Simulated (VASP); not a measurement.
# Ga2BSb3 in VASP: further runs

Runs on Ga2BSb3. Level: PBE. Tasks: single point, relaxation of cell and atoms.

Everything below comes from runs of VASP 6.6.1. Logs are shortened: lines on timing, memory, paths and dates and some standing lists are left out, and cuts for length are marked.

## 1. The cell of the first run

The typed cell holds 6 atoms: a = 6.000 Å, b = 6.000 Å, c = 5.496 Å, α = 90.00°, β = 90.00°, γ = 120.00°.

## 2. Single point, PBE

File INCAR:

```
PREC = Accurate
ENCUT = 520
EDIFF = 1E-6
ISMEAR = 0
SIGMA = 0.1
LREAL = F
LASPH = T
NELM = 80
ALGO = Normal
ISIF = 2
LWAVE = F
LCHARG = F
GGA = PE
NBANDS = 31
```

File KPOINTS:

```
Automatic mesh
0
Gamma
  3 3 4
```

File POSCAR:

```
Ga2BSb3
1.0
    5.9995474123     -0.0000000030      0.0000000000
   -2.9997737036      5.1957604717      0.0000000000
    0.0000000000      0.0000000000      5.4959924581
Ga B Sb
2 1 3
Direct
    0.3333333333      0.6666666667      0.9997208918
    0.6666666667      0.3333333333      0.0002791082
    0.0000000000      0.0000000000      0.5000000000
    0.5000000000      0.0000000000      0.5000000000
    0.0000000000      0.5000000000      0.5000000000
    0.5000000000      0.5000000000      0.5000000000
```

Potentials or basis: VASP PAW PBE potentials, release 64 (Ga_d, B, Sb).

The run is started by

```console
$ cat potpaw_PBE.64/Ga_d/POTCAR potpaw_PBE.64/B/POTCAR potpaw_PBE.64/Sb/POTCAR > POTCAR
$ mpirun -np 1 vasp_std > vasp.out
```

OUTCAR:

```text
PREC = Accurate
   ENCUT = 520
   EDIFF = 1E-6
   ISMEAR = 0
   LREAL = F
   LASPH = T
   NELM = 80
   ISIF = 2
   GGA = PE

 ion  position               nearest neighbor table
   1  0.333  0.667  1.000-   4 3.25   5 3.25   6 3.25   4 3.25   5 3.25   6 3.25
   2  0.667  0.333  0.000-   4 3.25   5 3.25   6 3.25   4 3.25   5 3.25   6 3.25
   3  0.000  0.000  0.500-
   4  0.500  0.000  0.500-   5 3.00   5 3.00   6 3.00   6 3.00   1 3.25   2 3.25   2 3.25   1 3.25

   5  0.000  0.500  0.500-   4 3.00   4 3.00   6 3.00   6 3.00   1 3.25   2 3.25   2 3.25   1 3.25

   6  0.500  0.500  0.500-   4 3.00   4 3.00   5 3.00   5 3.00   1 3.25   2 3.25   2 3.25   1 3.25

  LATTYP: Found a hexagonal cell.
 ALAT       =     5.9995474123
 C/A-ratio  =     0.9160678432

  Lattice vectors:

 A1 = (   5.9995474123,  -0.0000000030,   0.0000000000)
 A2 = (  -2.9997737036,   5.1957604717,   0.0000000000)
 A3 = (   0.0000000000,   0.0000000000,   5.4959924581)

Analysis of symmetry for initial positions (statically):
=====================================================================
 Subroutine PRICEL returns:
 Original cell was already a primitive cell.

 Routine SETGRP: Setting up the symmetry group for a
 hexagonal supercell.

 Subroutine GETGRP returns: Found 12 space group operations
 (whereof 12 operations were pure point group operations)
 out of a pool of 24 trial point group operations.

The static configuration has the point symmetry D_3d.

Analysis of symmetry for dynamics (positions and initial velocities):
=====================================================================
 Subroutine PRICEL returns:
 Original cell was already a primitive cell.

 Routine SETGRP: Setting up the symmetry group for a
 hexagonal supercell.

 Subroutine GETGRP returns: Found 12 space group operations
 (whereof 12 operations were pure point group operations)
 out of a pool of 24 trial point group operations.

The dynamic configuration has the point symmetry D_3d.

 Subroutine INISYM returns: Found 12 space group operations
 (whereof 12 operations are pure point group operations),
 and found     1 'primitive' translations

----------------------------------------------------------------------------------------

                                     Primitive cell

  volume of cell :     171.3222

  direct lattice vectors                    reciprocal lattice vectors
     5.999547412 -0.000000003  0.000000000     0.166679240  0.096232304  0.000000000
    -2.999773704  5.195760472  0.000000000     0.000000000  0.192464608  0.000000000
     0.000000000  0.000000000  5.495992458     0.000000000  0.000000000  0.181950759

  length of vectors
     5.999547412  5.999547412  5.495992458     0.192464608  0.192464608  0.181950759

  position of ions in fractional coordinates (direct lattice)
     0.333333333  0.666666667  0.999720892
     0.666666667  0.333333333  0.000279108
     0.000000000  0.000000000  0.500000000
     0.500000000  1.000000000  0.500000000
     1.000000000  0.500000000  0.500000000
     0.500000000  0.500000000  0.500000000

  ion indices of the primitive-cell ions
   primitive index   ion index
                 1           1
                 2           2
                 3           3
                 4           4
                 5           5
                 6           6

----------------------------------------------------------------------------------------

 KPOINTS: Automatic mesh

Automatic generation of k-mesh.
 Grid dimensions read from file:
 generate k-points for:    3    3    4

 Generating k-lattice:

  Cartesian coordinates                     Fractional coordinates (reciprocal lattice)
     0.055559747  0.032077435  0.000000000     0.333333333  0.000000000  0.000000000
     0.000000000  0.064154869  0.000000000    -0.000000000  0.333333333  0.000000000
     0.000000000  0.000000000  0.045487690     0.000000000  0.000000000  0.250000000

  Length of vectors
     0.064154869  0.064154869  0.045487690

  Shift w.r.t. Gamma in fractional coordinates (k-lattice)
     0.000000000  0.000000000  0.000000000

 Subroutine IBZKPT returns following result:
 ===========================================

 Found     10 irreducible k-points:

 Following reciprocal coordinates:
            Coordinates               Weight
  0.000000  0.000000  0.000000      1.000000
  0.333333  0.000000  0.000000      6.000000
  0.333333  0.333333  0.000000      2.000000
  0.000000  0.000000  0.250000      2.000000
  0.333333  0.000000  0.250000      6.000000
 -0.000000  0.333333  0.250000      6.000000
  0.333333  0.333333  0.250000      4.000000
  0.000000  0.000000  0.500000      1.000000
  0.333333  0.000000  0.500000      6.000000
  0.333333  0.333333  0.500000      2.000000
   k-points           NKPTS =     10   k-points in BZ     NKDIM =     10   number of bands    NBANDS=     31
   number of dos      NEDOS =    301   number of ions     NIONS =      6
   total plane-waves  NPLWV =  96768
   dimension x,y,z NGX =    48 NGY =   48 NGZ =   42
   dimension x,y,z NGXF=    96 NGYF=   96 NGZF=   84
   ions per type =               2   1   3
   NGX,Y,Z   is equivalent  to a cutoff of  13.30, 13.30, 12.70 a.u.
   NGXF,Y,Z  is equivalent  to a cutoff of  26.60, 26.60, 25.41 a.u.
 SYSTEM =  unknown system
   PREC   = accura    normal or accurate (medium, high low for compatibility)
   ISTART =      0    job   : 0-new  1-cont  2-samecut
   ICHARG =      2    charge: 1-file 2-atom 10-const
   ISPIN  =      1    spin polarized calculation?
   LNONCOLLINEAR =      F non collinear calculations
   LSORBIT =      F    spin-orbit coupling
   LASPH  =      T    aspherical Exc in radial PAW
   ENCUT  =  520.0 eV  38.22 Ry    6.18 a.u.  11.16 11.16 10.22*2*pi/ulx,y,z
   NELM   =     80;   NELMIN=  2; NELMDL= -5     # of ELM steps
   EDIFF  = 0.1E-05   stopping-criterion for ELM
   LREAL  =      F    real-space projection
   EDIFFG = 0.1E-04   stopping-criterion for IOM
   NSW    =      0    number of steps for IOM
   IBRION =     -1    ionic relax: 0-MD 1-quasi-New 2-CG
   NFREE  =      0    steps in history (QN), initial steepest desc. (CG)
   ISIF   =      2    stress and relaxation
   ISYM   =      2    0-nonsym 1-usesym 2-fastsym
   POTIM  = 0.5000    time-step for ionic-motion
   TEBEG  =    0.0;   TEEND  =   0.0 temperature during run
   PSTRESS=    0.0 pullay stress
   NELECT =      44.0000    total number of electrons
   NUPDOWN=      -1.0000    fix difference up-down
   EMIN   =  10.00;   EMAX   =-10.00  energy-range for DOS
   EFERMI =   0.00;   METHOD = LEGACY
   ISMEAR =     0;   SIGMA  =   0.10  broadening in eV -4-tet -1-fermi 0-gaus
   EFERMI_NEDOS =   21; number of points for ismear=-14 and -15
   IALGO  =     38    algorithm
   IMIX   =      4    mixing-type and parameters
     AMIX     =   0.40;   BMIX     =  1.00
     AMIX_MAG =   1.60;   BMIX_MAG =  1.00
  volume/ion in A,a.u.               =      28.55       192.69
  Fermi-wavevector in a.u.,A,eV,Ry     =   1.040610  1.966467 14.733317  1.082868
  Thomas-Fermi vector in A             =   2.175193
   LORBIT       =      0    0 simple, 1 ext, 2 COOP (PROOUT), +10 PAW based schemes
   GGA     = PE    functional components
   LHFCALC =     F    Hartree Fock is set to
   AEXX    =    0.0000 exact exchange contribution
   IVDW    =     0    specifies the selected vdW correction
   LEPSILON=     F    determine dielectric tensor
   LRPA    =     F    only Hartree local field effects (RPA)
 non-spin polarized calculation
 Gauss-broadening in eV      SIGMA  =   0.10
  energy-cutoff  :      520.00
  volume of cell :      171.32
 maximum number of plane-waves:      4652
 NGX is ok and might be reduce to    48
   NGX = 23   NGY = 23   NGZ = 21

 number of electron      43.9999985 magnetization

 Free energy of the ion-electron system (eV)
  ---------------------------------------------------
  ext. energy  EPLUGINS =         0.00000000
  ---------------------------------------------------
  free energy    TOTEN  =       -19.21606184 eV

  energy without entropy =      -19.18213397  energy(sigma->0) =      -19.19909791

 E-fermi :   4.8751     XC(G=0):  -8.9234

 val. band max:        4.8281957698   @ k =   0.3333   0.0000   0.0000
 cond. band min:       4.8762839203   @ k =   0.3333   0.0000   0.5000
 fundamental gap:      0.0480881504
 Fermi energy:         4.8750695990

 k-point     1 :       0.0000    0.0000    0.0000
  band No.  band energies     occupation
      1     -10.2193      2.00000
      2     -10.1959      2.00000
      3     -10.1959      2.00000
      4     -10.1957      2.00000
      5     -10.1957      2.00000
      6     -10.1809      2.00000
[... 23 lines left out ...]
     30       8.4192      0.00000
     31       8.8757      0.00000

 k-point     2 :       0.3333    0.0000    0.0000
  band No.  band energies     occupation
      1     -10.2127      2.00000
      2     -10.2049      2.00000
      3     -10.2040      2.00000
      4     -10.1969      2.00000
      5     -10.1921      2.00000
      6     -10.1833      2.00000
[... 23 lines left out ...]
     30       8.2990      0.00000
     31       8.5926      0.00000

 k-point     3 :       0.3333    0.3333    0.0000
  band No.  band energies     occupation
      1     -10.2128      2.00000
      2     -10.2054      2.00000
      3     -10.2054      2.00000
      4     -10.1981      2.00000
      5     -10.1852      2.00000
      6     -10.1852      2.00000
[... 23 lines left out ...]
     30       7.7226      0.00000
     31       7.7227      0.00000

 k-point     4 :       0.0000    0.0000    0.2500
  band No.  band energies     occupation
      1     -10.2109      2.00000
      2     -10.1976      2.00000
      3     -10.1976      2.00000
      4     -10.1957      2.00000
      5     -10.1957      2.00000
      6     -10.1778      2.00000
[... 159 lines left out ...]
     30       8.9809      0.00000
     31       9.3296      0.00000

 k-point     9 :       0.3333    0.0000    0.5000
  band No.  band energies     occupation
      1     -10.2051      2.00000
      2     -10.2047      2.00000
      3     -10.2009      2.00000
      4     -10.1991      2.00000
      5     -10.1962      2.00000
      6     -10.1808      2.00000
[... 23 lines left out ...]
     30       8.2643      0.00000
     31       8.3965      0.00000

 k-point    10 :       0.3333    0.3333    0.5000
  band No.  band energies     occupation
      1     -10.2126      2.00000
      2     -10.2027      2.00000
      3     -10.2001      2.00000
      4     -10.2001      2.00000
      5     -10.1888      2.00000
      6     -10.1888      2.00000
[... 23 lines left out ...]
     30       7.2359      0.00000
     31       7.9020      0.00000

------------------------ aborting loop because EDIFF is reached ----------------------------------------

  FORCE on cell =-STRESS in cart. coord.  units (eV):
  Direction    XX          YY          ZZ          XY          YZ          ZX
  --------------------------------------------------------------------------------------
  -------------------------------------------------------------------------------------
  Total        0.0101016      0.0101016      0.1886786     -0.0000000     -0.0000000      0.0000000
  in kB        0.0944681      0.0944681      1.7644912     -0.0000000     -0.0000000      0.0000000
  external PRESSURE =       0.6511425 kB  Pullay stress =       0.0000000 kB

 VOLUME and BASIS-vectors are now :
 -----------------------------------------------------------------------------
  energy-cutoff  :      520.00
  volume of cell :      171.32
      direct lattice vectors                 reciprocal lattice vectors
     5.999547412 -0.000000003  0.000000000     0.166679240  0.096232304  0.000000000
    -2.999773704  5.195760472  0.000000000     0.000000000  0.192464608  0.000000000
     0.000000000  0.000000000  5.495992458     0.000000000  0.000000000  0.181950759

 POSITION                                       TOTAL-FORCE (eV/Angst)
 -----------------------------------------------------------------------------------
      0.00000      3.46384      5.49446         0.000000     -0.000000      0.000693
      2.99977      1.73192      0.00153         0.000000      0.000000     -0.000693
      0.00000      0.00000      2.74800        -0.000000     -0.000000      0.000000
      2.99977     -0.00000      2.74800        -0.000000     -0.000000      0.000000
     -1.49989      2.59788      2.74800        -0.000000     -0.000000      0.000000
      1.49989      2.59788      2.74800        -0.000000     -0.000000      0.000000
 -----------------------------------------------------------------------------------
    total drift:                                0.000000      0.000000      0.000000

  FREE ENERGIE OF THE ION-ELECTRON SYSTEM (eV)
  ---------------------------------------------------
  free  energy   TOTEN  =       -19.2160618434 eV

  energy  without entropy=      -19.1821339746  energy(sigma->0) =      -19.19909791
```

Wall time 25 s (1 thread of Intel Xeon 6975P-C (Granite Rapids), shared host); peak memory 0.32 GiB.

What came out:

```
Free energy            : -19.2161 eV
Pressure               : 0.1 GPa
Band gap on the k mesh : zero (band 22 reaches 5.24 eV, above the bottom of band 23 at 4.83 eV)
```

Stress tensor (GPa, compression positive):
```
0.01 0.00 0.00
0.00 0.01 0.00
0.00 0.00 0.18
```

Caveat: the k points lie up to 0.40 Å⁻¹ apart; spin-orbit coupling is left out, which moves the levels of the heavy elements.

## 3. Single point, PBE

This run uses another cell than the first one, of 28.28 Å³/atom, 0.990 times its volume.

File INCAR:

```
SYSTEM = Ga2BSb3
ALGO = Normal
EDIFF = 1E-6
ENCUT = 520
GGA = PE
ISIF = 2
ISMEAR = 0
LASPH = .True.
LCHARG = .False.
LREAL = .False.
LWAVE = .False.
NBANDS = 31
NELM = 80
PREC = Accurate
SIGMA = 0.1
```

File KPOINTS:

```
k-points
0
Gamma
  6 6 8
  0 0 0
```

File POSCAR:

```
Ga2BSb3
1.0
    6.1399817022      0.0000000000      0.0000000000
   -3.0699908511      5.3173801329      0.0000000000
    0.0000000000      0.0000000000      5.1966817391
Ga B Sb
2 1 3
Direct
    0.3333333333      0.6666666667      0.0000000000
    0.6666666667      0.3333333333      0.0000000000
    0.0000000000      0.0000000000      0.5000000000
    0.5000000000      0.0000000000      0.5000000000
    0.0000000000      0.5000000000      0.5000000000
    0.5000000000      0.5000000000      0.5000000000
```

Potentials or basis: VASP PAW PBE potentials, release 64 (Ga_d, B, Sb).

The run is started by

```console
$ cat potpaw_PBE.64/Ga_d/POTCAR potpaw_PBE.64/B/POTCAR potpaw_PBE.64/Sb/POTCAR > POTCAR
$ mpirun -np 1 vasp_std > vasp.out
```

Run time: 78 s. Hardware: 1 thread of Intel Xeon 6975P-C (Granite Rapids), shared host; peak memory 0.4 GiB.

Results (log left out):

| Property | Result |
| --- | --- |
| Free energy | -19.6557 eV |
| Pressure | 0.0 GPa |
| Band gap on the k mesh | zero (band 22 reaches 5.20 eV, above the bottom of band 23 at 3.84 eV) |

Levels at points of the mesh, in eV from the Fermi level:
```csv
k point,band 20,band 21,band 22,band 23,band 24,band 25
"(0.00, 0.00, 0.00)",-1.76,0.13,0.13,0.85,1.20,1.34
"(0.50, 0.00, 0.00)",-1.61,-0.92,-0.70,-0.01,0.80,0.85
"(0.00, 0.00, 0.50)",-2.15,-2.15,0.28,1.81,1.81,2.14
"(0.50, 0.00, 0.50)",-1.13,-0.83,-0.38,0.86,1.08,1.27
```

Caveat: spin-orbit coupling is left out, which moves the levels of the heavy elements.

## 4. Relaxation of cell and atoms, PBE

File INCAR:

```
SYSTEM = Ga2BSb3
PREC = Accurate
ENCUT = 600
EDIFF = 1E-6
ISMEAR = 0
SIGMA = 0.1
LREAL = .False.
LASPH = .True.
NELM = 80
ALGO = Normal
ISIF = 3
LWAVE = .False.
LCHARG = .False.
GGA = PE
IBRION = 2
NSW = 100
EDIFFG = -0.01
```

File KPOINTS:

```
Automatic mesh
0
Gamma
  6 6 8
  0 0 0
```

Changes to POSCAR since step 3:

```diff
@@ -2,5 +2,5 @@
 1.0
-    6.1399817022      0.0000000000      0.0000000000
-   -3.0699908511      5.3173801329      0.0000000000
-    0.0000000000      0.0000000000      5.1966817391
+    5.9995474123      0.0000000000      0.0000000000
+   -2.9997737061      5.1957604702      0.0000000000
+    0.0000000000      0.0000000000      5.4959924581
 Ga B Sb
```

The run is started by

```console
$ cat potpaw_PBE.64/Ga_d/POTCAR potpaw_PBE.64/B/POTCAR potpaw_PBE.64/Sb/POTCAR > POTCAR
$ mpirun -np 1 vasp_std > vasp.out
```

Wall time 5.8 min (1 thread of Intel Xeon 6975P-C (Granite Rapids), shared host); peak memory 0.47 GiB.

The run converged. Its results:

* Free energy: -19.6557 eV
* Relaxed volume: 28.27 Å³/atom
* Relaxed cell: a = 6.141 Å, b = 6.141 Å, c = 5.195 Å, α = 90.00°, β = 90.00°, γ = 120.00°
* Space group after relaxing (to 0.05 Å): P6/mmm (No. 191)
* Energy gained by relaxing: 16.4 meV/atom
* Ionic steps: 7
* Pressure after relaxing: 0.0 GPa
* Band gap on the k mesh: zero (band 22 reaches 5.20 eV, above the bottom of band 23 at 3.84 eV)

The path:
```csv
step,energy change (eV),largest force (eV/Å),pressure (GPa),volume (Å³)
1,0.0000,0.0000,0.37,171.32
2,-0.0496,0.0000,-0.30,172.91
3,-0.0743,0.0000,-0.83,174.36
4,-0.0772,0.0000,-0.99,174.95
5,-0.0975,0.0000,-0.18,170.27
6,-0.0975,0.0000,-0.14,170.13
7,-0.0983,0.0000,-0.02,169.64
```

Final structure:
```
CELL_PARAMETERS angstrom
6.14065 0.00000 0.00000
-3.07032 5.31796 0.00000
0.00000 0.00000 5.19485
ATOMIC_POSITIONS crystal
Ga 0.33333 0.66667 0.00000
Ga 0.66667 0.33333 0.00000
B 0.00000 0.00000 0.50000
Sb 0.50000 0.00000 0.50000
Sb 0.00000 0.50000 0.50000
Sb 0.50000 0.50000 0.50000
```

Levels at points of the mesh, in eV from the Fermi level:
| k point | band 19 | band 20 | band 21 | band 22 | band 23 | band 24 | band 25 | band 26 |
| --- | --- | --- | --- | --- | --- | --- | --- | --- |
| (0.00, 0.00, 0.00) | -4.10 | -1.76 | 0.13 | 0.13 | 0.85 | 1.20 | 1.34 | 1.34 |
| (0.50, 0.00, 0.00) | -2.41 | -1.61 | -0.92 | -0.70 | -0.01 | 0.80 | 0.85 | 0.87 |
| (0.00, 0.00, 0.50) | -3.93 | -2.15 | -2.15 | 0.28 | 1.81 | 1.81 | 2.14 | 3.11 |
| (0.50, 0.00, 0.50) | -1.52 | -1.13 | -0.84 | -0.38 | 0.86 | 1.08 | 1.27 | 1.30 |

Caveat: spin-orbit coupling is left out, which moves the levels of the heavy elements.

## 5. Summary

```tsv
task	cell	k mesh	cutoff (eV)	gap on the mesh (eV)	pressure (GPa)
single point	a = 6.000, b = 6.000, c = 5.496 Å, angles 90.0, 90.0, 120.0°, 6 atoms	3 × 3 × 4	520	none	0.1
single point	a = 6.140, b = 6.140, c = 5.197 Å, angles 90.0, 90.0, 120.0°, 6 atoms	6 × 6 × 8	520	none	0.0
relaxation of cell and atoms	relaxed from a = 6.000, b = 6.000, c = 5.496 Å, angles 90.0, 90.0, 120.0°, 6 atoms	6 × 6 × 8	600	none	0.0
```

Alike in all rows: level PBE; potentials or basis VASP PAW PBE potentials, release 64 (Ga_d, B, Sb); no spin polarisation; smearing gaussian 0.1 eV.

Caveats: some runs use coarse meshes; spin-orbit coupling is left out, which moves the levels of the heavy elements.

Absolute energies hang on the potentials; compare differences alone.
